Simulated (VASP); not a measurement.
# Tl (P6/mmm) in VASP: notebook

Tl is run at these levels: PBE; tasks: single point.

Program: VASP 6.6.1. These are calculated values, not measurements. Logs are shortened: lines on timing, memory, paths and dates and some standing lists are left out, and cuts for length are marked.

## (1) The cell of the first run

The structure is hexagonal, space group P6/mmm (No. 191). The conventional cell has a = 2.722 Å, b = 2.722 Å, c = 2.573 Å, α = 90.00°, β = 90.00°, γ = 120.00°. Within 3.4 Å of Tl (site symmetry 6/mmm) lie 8 Tl at 2.57 to 2.72 Å.

## (2) Single point, PBE (volume scaled by 0.5)

INCAR reads:

```
ALGO = Normal
EDIFF = 1E-7
ENCUT = 520
GGA = PE
ISIF = 2
ISMEAR = -1
LASPH = True
LCHARG = False
LREAL = False
LWAVE = False
NBANDS = 12
NELM = 60
PREC = Accurate
SIGMA = 0.1
```

KPOINTS reads:

```
k-points
0
Gamma
  14 14 13
```

POSCAR reads:

```
Tl
1.0
    2.7216939070      0.0000000000      0.0000000000
   -1.3608469535      2.3570560648      0.0000000000
    0.0000000000      0.0000000000      2.5733643750
Tl
1
Direct
    0.0000000000      0.0000000000      0.0000000000
```

Potentials or basis: VASP PAW PBE potentials, release 64 (Tl_d).

Command:

```bash
> cat potpaw_PBE.64/Tl_d/POTCAR > POTCAR
> mpirun -np 1 vasp_std > vasp.out
```

OUTCAR:

```text
EDIFF = 1E-7
   ENCUT = 520
   GGA = PE
   ISIF = 2
   ISMEAR = -1
   LASPH = True
   LREAL = False
   NELM = 60
   PREC = Accurate

 ion  position               nearest neighbor table
   1  0.000  0.000  0.000-

  LATTYP: Found a hexagonal cell.
 ALAT       =     2.7216939070
 C/A-ratio  =     0.9455010236

  Lattice vectors:

 A1 = (   2.7216939070,   0.0000000000,   0.0000000000)
 A2 = (  -1.3608469535,   2.3570560648,   0.0000000000)
 A3 = (   0.0000000000,   0.0000000000,   2.5733643750)

Analysis of symmetry for initial positions (statically):
=====================================================================
 Subroutine PRICEL returns:
 Original cell was already a primitive cell.

 Routine SETGRP: Setting up the symmetry group for a
 hexagonal supercell.

 Subroutine GETGRP returns: Found 24 space group operations
 (whereof 24 operations were pure point group operations)
 out of a pool of 24 trial point group operations.

The static configuration has the point symmetry D_6h.

Analysis of symmetry for dynamics (positions and initial velocities):
=====================================================================
 Subroutine PRICEL returns:
 Original cell was already a primitive cell.

 Routine SETGRP: Setting up the symmetry group for a
 hexagonal supercell.

 Subroutine GETGRP returns: Found 24 space group operations
 (whereof 24 operations were pure point group operations)
 out of a pool of 24 trial point group operations.

The dynamic configuration has the point symmetry D_6h.

 Subroutine INISYM returns: Found 24 space group operations
 (whereof 24 operations are pure point group operations),
 and found     1 'primitive' translations

----------------------------------------------------------------------------------------

                                     Primitive cell

  volume of cell :      16.5086

  direct lattice vectors                    reciprocal lattice vectors
     2.721693907  0.000000000  0.000000000     0.367418245  0.212129023  0.000000000
    -1.360846954  2.357056065  0.000000000     0.000000000  0.424258046  0.000000000
     0.000000000  0.000000000  2.573364375     0.000000000  0.000000000  0.388596349

  length of vectors
     2.721693907  2.721693907  2.573364375     0.424258046  0.424258046  0.388596349

  position of ions in fractional coordinates (direct lattice)
     0.000000000  0.000000000  0.000000000

  ion indices of the primitive-cell ions
   primitive index   ion index
                 1           1

----------------------------------------------------------------------------------------

 KPOINTS: k-points

Automatic generation of k-mesh.
 Grid dimensions read from file:
 generate k-points for:   14   14   13

 Generating k-lattice:

  Cartesian coordinates                     Fractional coordinates (reciprocal lattice)
     0.026244160  0.015152073  0.000000000     0.071428571  0.000000000  0.000000000
     0.000000000  0.030304146  0.000000000     0.000000000  0.071428571  0.000000000
     0.000000000  0.000000000  0.029892027     0.000000000  0.000000000  0.076923077

  Length of vectors
     0.030304146  0.030304146  0.029892027

  Shift w.r.t. Gamma in fractional coordinates (k-lattice)
     0.000000000  0.000000000  0.000000000

 Subroutine IBZKPT returns following result:
 ===========================================

 Found    168 irreducible k-points:

 Following reciprocal coordinates:
            Coordinates               Weight
  0.000000  0.000000  0.000000      1.000000
  0.071429  0.000000  0.000000      6.000000
  0.142857  0.000000  0.000000      6.000000
  0.214286  0.000000  0.000000      6.000000
  0.285714  0.000000  0.000000      6.000000
  0.357143  0.000000  0.000000      6.000000
[... 16 lines left out ...]
  0.285714  0.285714  0.000000      6.000000
  0.357143  0.285714  0.000000      6.000000
 [... further k-points ...]
   k-points           NKPTS =    168   k-points in BZ     NKDIM =    168   number of bands    NBANDS=     12
   number of dos      NEDOS =    301   number of ions     NIONS =      1
   total plane-waves  NPLWV =   8000
   dimension x,y,z NGX =    20 NGY =   20 NGZ =   20
   dimension x,y,z NGXF=    40 NGYF=   40 NGZF=   40
   ions per type =               1
   NGX,Y,Z   is equivalent  to a cutoff of  12.22, 12.22, 12.92 a.u.
   NGXF,Y,Z  is equivalent  to a cutoff of  24.43, 24.43, 25.84 a.u.
 SYSTEM =  unknown system
   PREC   = accura    normal or accurate (medium, high low for compatibility)
   ISTART =      0    job   : 0-new  1-cont  2-samecut
   ICHARG =      2    charge: 1-file 2-atom 10-const
   ISPIN  =      1    spin polarized calculation?
   LNONCOLLINEAR =      F non collinear calculations
   LSORBIT =      F    spin-orbit coupling
   LASPH  =      T    aspherical Exc in radial PAW
   ENCUT  =  520.0 eV  38.22 Ry    6.18 a.u.   5.06  5.06  4.78*2*pi/ulx,y,z
   NELM   =     60;   NELMIN=  2; NELMDL= -5     # of ELM steps
   EDIFF  = 0.1E-06   stopping-criterion for ELM
   LREAL  =      F    real-space projection
   EDIFFG = 0.1E-05   stopping-criterion for IOM
   NSW    =      0    number of steps for IOM
   IBRION =     -1    ionic relax: 0-MD 1-quasi-New 2-CG
   NFREE  =      0    steps in history (QN), initial steepest desc. (CG)
   ISIF   =      2    stress and relaxation
   ISYM   =      2    0-nonsym 1-usesym 2-fastsym
   POTIM  = 0.5000    time-step for ionic-motion
   TEBEG  =    0.0;   TEEND  =   0.0 temperature during run
   PSTRESS=    0.0 pullay stress
   NELECT =      13.0000    total number of electrons
   NUPDOWN=      -1.0000    fix difference up-down
   EMIN   =  10.00;   EMAX   =-10.00  energy-range for DOS
   EFERMI =   0.00;   METHOD = LEGACY
   ISMEAR =    -1;   SIGMA  =   0.10  broadening in eV -4-tet -1-fermi 0-gaus
   EFERMI_NEDOS =   21; number of points for ismear=-14 and -15
   IALGO  =     38    algorithm
   IMIX   =      4    mixing-type and parameters
     AMIX     =   0.40;   BMIX     =  1.00
     AMIX_MAG =   1.60;   BMIX_MAG =  1.00
  volume/ion in A,a.u.               =      16.51       111.41
  Fermi-wavevector in a.u.,A,eV,Ry     =   1.511770  2.856831 31.095425  2.285449
  Thomas-Fermi vector in A             =   2.621783
   LORBIT       =      0    0 simple, 1 ext, 2 COOP (PROOUT), +10 PAW based schemes
   GGA     = PE    functional components
   LHFCALC =     F    Hartree Fock is set to
   AEXX    =    0.0000 exact exchange contribution
   IVDW    =     0    specifies the selected vdW correction
   LEPSILON=     F    determine dielectric tensor
   LRPA    =     F    only Hartree local field effects (RPA)
 non-spin polarized calculation
  energy-cutoff  :      520.00
  volume of cell :       16.51
 maximum number of plane-waves:       456
   NGX = 11   NGY = 11   NGZ =  9

 number of electron      12.9999999 magnetization

 Free energy of the ion-electron system (eV)
  ---------------------------------------------------
  ext. energy  EPLUGINS =         0.00000000
  ---------------------------------------------------
  free energy    TOTEN  =         0.50152953 eV

  energy without entropy =        0.51400430  energy(sigma->0) =        0.50776691

 E-fermi :  14.8398     XC(G=0): -13.2008

 val. band max:       14.8050996021   @ k =   0.3571   0.2857   0.3077
 cond. band min:      14.8747899283   @ k =   0.2143   0.1429   0.3846
 fundamental gap:      0.0696903263
 Fermi energy:        14.8397642502

 k-point     1 :       0.0000    0.0000    0.0000
  band No.  band energies     occupation
      1      -0.9751      2.00000
      2      -0.7568      2.00000
      3       0.9307      2.00000
      4       0.9307      2.00000
      5       3.0653      2.00000
      6       3.0653      2.00000
      7      23.7550      0.00000
      8      25.5083      0.00000
      9      28.5244      0.00000
     10      28.5244      0.00000
     11      30.7356      0.00000
     12      35.1174      0.00000

 k-point     2 :       0.0714    0.0000    0.0000
  band No.  band energies     occupation
      1      -0.8640      2.00000
      2      -0.6517      2.00000
      3       0.8820      2.00000
      4       1.0280      2.00000
      5       3.0000      2.00000
      6       3.0520      2.00000
      7      24.0199      0.00000
      8      25.4854      0.00000
      9      27.2295      0.00000
     10      27.9615      0.00000
     11      31.0022      0.00000
     12      35.6683      0.00000

 k-point     3 :       0.1429    0.0000    0.0000
  band No.  band energies     occupation
      1      -0.7339      2.00000
      2      -0.2199      2.00000
      3       0.8339      2.00000
      4       1.3082      2.00000
      5       2.8216      2.00000
      6       3.0150      2.00000
      7      23.8082      0.00000
      8      24.7869      0.00000
      9      26.6120      0.00000
     10      26.6741      0.00000
     11      30.9309      0.00000
     12      36.5577      0.00000
[... 286 lines left out ...]
 k-point    23 :       0.2857    0.2857    0.0000
  band No.  band energies     occupation
      1      -0.1648      2.00000
      2       0.6791      2.00000
      3       1.5554      2.00000
      4       2.1186      2.00000
      5       2.4267      2.00000
      6       8.9582      2.00000
      7      12.7098      2.00000
      8      15.0279      0.26446
      9      29.5529      0.00000
     10      32.3076      0.00000
     11      33.3502      0.00000
     12      36.3640      0.00000

 k-point    24 :       0.3571    0.2857    0.0000
  band No.  band energies     occupation
      1      -0.1440      2.00000
      2       0.8340      2.00000
      3       1.4623      2.00000
      4       2.1602      2.00000
      5       2.3411      2.00000
      6      10.1076      2.00000
      7      11.9968      2.00000
      8      14.1593      1.99779
      9      30.0418      0.00000
     10      31.5499      0.00000
     11      34.6142      0.00000
     12      36.3610      0.00000

 [... further k-points ...]
[... 5 lines left out ...]
  --------------------------------------------------------------------------------------
  -------------------------------------------------------------------------------------
  Total       11.1201859     11.1201859     11.1139392      0.0000000      0.0000000      0.0000000
  in kB     1079.2253857   1079.2253857   1078.6191318      0.0000000      0.0000000      0.0000000
  external PRESSURE =    1079.0233010 kB  Pullay stress =       0.0000000 kB

 VOLUME and BASIS-vectors are now :
 -----------------------------------------------------------------------------
  energy-cutoff  :      520.00
  volume of cell :       16.51
      direct lattice vectors                 reciprocal lattice vectors
     2.721693907  0.000000000  0.000000000     0.367418245  0.212129023  0.000000000
    -1.360846954  2.357056065  0.000000000     0.000000000  0.424258046  0.000000000
     0.000000000  0.000000000  2.573364375     0.000000000  0.000000000  0.388596349

 POSITION                                       TOTAL-FORCE (eV/Angst)
 -----------------------------------------------------------------------------------
      0.00000      0.00000      0.00000        -0.000000      0.000000      0.000000
 -----------------------------------------------------------------------------------
    total drift:                               -0.000000      0.000000     -0.000000

  FREE ENERGIE OF THE ION-ELECTRON SYSTEM (eV)
  ---------------------------------------------------
  free  energy   TOTEN  =         0.5015295263 eV

  energy  without entropy=        0.5140042971  energy(sigma->0) =        0.50776691
```

It took 22 s on 1 thread of AMD EPYC 7R43 (Zen 3), shared host; peak memory 0.11 GiB.

Results:

```yaml
Free_energy: 0.5015 eV
Pressure: 107.9 GPa
```

Levels at points of the mesh, in eV from the Fermi level:
| k point | band 4 | band 5 | band 6 | band 7 | band 8 | band 9 |
| --- | --- | --- | --- | --- | --- | --- |
| (0.00, 0.00, 0.00) | -13.91 | -11.77 | -11.77 | 8.92 | 10.67 | 13.68 |
| (0.50, 0.00, 0.00) | -12.04 | -11.59 | -6.43 | -5.12 | 6.54 | 13.11 |

Caveat: spin-orbit coupling is left out, which moves the levels of the heavy elements.

[end of part 1 of 2]
